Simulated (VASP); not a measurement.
# SnO2 (I4_1/amd) in VASP: a series of runs, part 2 of 2

VASP 6.6.1.

### Step 4. Single point, LDA (15.50 Å³/atom)

This run uses another cell than the first one, of 15.50 Å³/atom.

Contents of INCAR:

```
  PREC = Accurate
  ENCUT = 520
  EDIFF = 1E-7
  ISMEAR = 0
  SIGMA = 0.05
  LREAL = False
  LASPH = True
  NELM = 100
  ALGO = Normal
  ISIF = 2
  LWAVE = False
  LCHARG = False
  NBANDS = 35
```

Contents of KPOINTS:

```
Automatic mesh
0
Gamma
  10 10 10
```

Contents of POSCAR:

```
SnO2
1.0
   -2.0856231836      2.0856231836      5.3457334497
    2.0856231836     -2.0856231836      5.3457334497
    2.0856231836      2.0856231836     -5.3457334497
Sn O
2 4
Direct
    0.7500000000      0.2500000000      0.5000000000
    0.0000000000      0.0000000000      0.0000000000
    0.8032071244      0.8032071244      0.0000000000
    0.9467928756      0.4467928756      0.5000000000
    0.1967928756      0.1967928756      0.0000000000
    0.5532071244      0.0532071244      0.5000000000
```

Potentials or basis: VASP PAW LDA potentials, release 64 (Sn_d, O).

Launch:

```
$ cat potpaw_LDA.64/Sn_d/POTCAR potpaw_LDA.64/O/POTCAR > POTCAR
$ mpirun -np 1 vasp_std > vasp.out
```

OUTCAR:

```text
PREC = Accurate
   ENCUT = 520
   EDIFF = 1E-7
   ISMEAR = 0
   LREAL = False
   LASPH = True
   NELM = 100
   ISIF = 2

 ion  position               nearest neighbor table
   1  0.750  0.250  0.500-   4 2.10   6 2.10   5 2.16   3 2.16   3 2.16   5 2.16   2 3.39   2 3.39
                             2 3.39   2 3.39
   2  0.000  0.000  0.000-   3 2.10   5 2.10   4 2.16   6 2.16   6 2.16   4 2.16   1 3.39   1 3.39
                             1 3.39   1 3.39
   3  0.803  0.803  0.000-   2 2.10   1 2.16   1 2.16
   4  0.947  0.447  0.500-   1 2.10   2 2.16   2 2.16
   5  0.197  0.197  0.000-   2 2.10   1 2.16   1 2.16
   6  0.553  0.053  0.500-   1 2.10   2 2.16   2 2.16

  LATTYP: Found a body centered tetragonal cell.
 ALAT       =     4.1712463672
 C/A-ratio  =     2.5631348423

  Lattice vectors:

 A1 = (  -2.0856231836,   2.0856231836,   5.3457334497)
 A2 = (   2.0856231836,  -2.0856231836,   5.3457334497)
 A3 = (   2.0856231836,   2.0856231836,  -5.3457334497)

Analysis of symmetry for initial positions (statically):
=====================================================================
 Subroutine PRICEL returns:
 Original cell was already a primitive cell.

 Routine SETGRP: Setting up the symmetry group for a
 body centered tetragonal supercell.

 Subroutine GETGRP returns: Found 16 space group operations
 (whereof  8 operations were pure point group operations)
 out of a pool of 16 trial point group operations.

The static configuration has the point symmetry D_2d.
 The point group associated with its full space group is D_4h.

Analysis of symmetry for dynamics (positions and initial velocities):
=====================================================================
 Subroutine PRICEL returns:
 Original cell was already a primitive cell.

 Routine SETGRP: Setting up the symmetry group for a
 body centered tetragonal supercell.

 Subroutine GETGRP returns: Found 16 space group operations
[... 134 lines left out ...]
  Fermi-wavevector in a.u.,A,eV,Ry     =   1.348641  2.548562 24.746711  1.818832
  Thomas-Fermi vector in A             =   2.476293
   LORBIT       =      0    0 simple, 1 ext, 2 COOP (PROOUT), +10 PAW based schemes
   GGA     = CA    functional components
   LHFCALC =     F    Hartree Fock is set to
   AEXX    =    0.0000 exact exchange contribution
   IVDW    =     0    specifies the selected vdW correction
   LEPSILON=     F    determine dielectric tensor
   LRPA    =     F    only Hartree local field effects (RPA)
 non-spin polarized calculation
 Gauss-broadening in eV      SIGMA  =   0.05
  energy-cutoff  :      520.00
  volume of cell :       93.01
 maximum number of plane-waves:      2526
 NGX is ok and might be reduce to    48
   NGX = 23   NGY = 23   NGZ = 23

 number of electron      51.9999994 magnetization

 Free energy of the ion-electron system (eV)
  ---------------------------------------------------
  ext. energy  EPLUGINS =         0.00000000
  ---------------------------------------------------
  free energy    TOTEN  =       -41.01675090 eV

  energy without entropy =      -41.01675090  energy(sigma->0) =      -41.01675090

 E-fermi :   2.7286     XC(G=0): -10.2250

 val. band max:        2.4777971490   @ k =  -0.4000   0.4000   0.0000
 cond. band min:       3.0616462113   @ k =   0.0000   0.0000   0.0000
 fundamental gap:      0.5838490623
 Fermi energy:         2.7285709118

 k-point     1 :       0.0000    0.0000    0.0000
  band No.  band energies     occupation
      1     -17.7166      2.00000
      2     -17.6403      2.00000
      3     -17.5623      2.00000
      4     -17.3176      2.00000
      5     -17.2018      2.00000
      6     -17.2018      2.00000
[... 901 lines left out ...]
     34      12.9323      0.00000
     35      14.0567      0.00000

 [... further k-points ...]

------------------------ aborting loop because EDIFF is reached ----------------------------------------

  FORCE on cell =-STRESS in cart. coord.  units (eV):
  Direction    XX          YY          ZZ          XY          YZ          ZX
  --------------------------------------------------------------------------------------
  -------------------------------------------------------------------------------------
  Total       -9.5601785     -9.5601785     -9.4855740      0.0000000      0.0000000      0.0000000
  in kB     -164.6787649   -164.6787649   -163.3936663      0.0000000      0.0000000      0.0000000
  external PRESSURE =    -164.2503987 kB  Pullay stress =       0.0000000 kB

 VOLUME and BASIS-vectors are now :
 -----------------------------------------------------------------------------
  energy-cutoff  :      520.00
  volume of cell :       93.01
      direct lattice vectors                 reciprocal lattice vectors
    -2.085623184  2.085623184  5.345733450     0.000000000  0.239736499  0.093532535
     2.085623184 -2.085623184  5.345733450     0.239736499  0.000000000  0.093532535
     2.085623184  2.085623184 -5.345733450     0.239736499  0.239736499  0.000000000

 POSITION                                       TOTAL-FORCE (eV/Angst)
 -----------------------------------------------------------------------------------
      0.00000      2.08562      2.67287        -0.000000     -0.000000      0.000000
      0.00000      0.00000      0.00000        -0.000000     -0.000000      0.000000
      0.00000      0.00000      8.58746         0.000000     -0.000000     -0.046407
      0.00000      2.08562      4.77687        -0.000000      0.000000      0.046407
      0.00000      0.00000      2.10400         0.000000     -0.000000      0.046407
      0.00000      2.08562      0.56886        -0.000000      0.000000     -0.046407
 -----------------------------------------------------------------------------------
    total drift:                                0.000000      0.000000     -0.000000

  FREE ENERGIE OF THE ION-ELECTRON SYSTEM (eV)
  ---------------------------------------------------
  free  energy   TOTEN  =       -41.0167508988 eV

  energy  without entropy=      -41.0167508988  energy(sigma->0) =      -41.01675090
```

stdout:

```text
POSCAR found type information on POSCAR SnO
 POSCAR found :  2 types and       6 ions
 scaLAPACK will be used
 LDA part: xc-table for (Slater(with rela. corr.)+CA(PZ))
 , standard interpolation
 POSCAR, INCAR and KPOINTS ok, starting setup
 FFT: planning ... GRIDC
 FFT: planning ... GRID_SOFT
 FFT: planning ... GRID
 WAVECAR not read
 entering main loop
```

It took 12 min on 1 thread of Oxide Virtual Turin-like, shared host; peak memory 0.39 GiB.

Results:

```yaml
Free_energy: -41.0168 eV
Pressure: -16.4 GPa
Largest_force: 0.046 eV/Å
Band_gap_on_the_k_mesh: 0.58 eV (least direct gap 0.77 eV)
```

Forces in eV/Å, atoms in the order of the input:
```
Sn   0.000  0.000  0.000
Sn   0.000  0.000  0.000
O    0.000  0.000 -0.046
O    0.000  0.000  0.046
O    0.000  0.000  0.046
O    0.000  0.000 -0.046
```

Caveat: the cell stands under tension; semilocal functionals underestimate gaps, and a narrow one can read as zero; spin-orbit coupling is left out, which moves the levels of the heavy elements. A k mesh can miss the band edges.

### Step 5. The runs side by side

```csv
cell,gap on the mesh (eV),pressure (GPa),largest force (eV/Å)
"a = 6.123 Å, angles 142.0, 142.0, 54.9°, 6 atoms, atomic positions A",0.99,-9.7,0.02
"a = 5.810 Å, angles 136.1, 136.1, 63.8°, 6 atoms, atomic positions B",1.04,-14.2,0.09
"a = 6.105 Å, angles 140.1, 140.1, 57.8°, 6 atoms, atomic positions C",0.58,-16.4,0.05
```

Alike in all rows: task single point; level LDA; potentials or basis VASP PAW LDA potentials, release 64 (Sn_d, O); no spin polarisation; k mesh 10 × 10 × 10; cutoff (eV) 520; smearing gaussian 0.05 eV.

Caveats: spin-orbit coupling is left out, which moves the levels of the heavy elements; the cell stands under tension (at least some runs); the stress differs along the axes, from -18 to -6 GPa (at least some runs); semilocal functionals underestimate gaps, and a narrow one can read as zero (at least some runs).

Absolute energies hang on the potentials; compare differences alone.
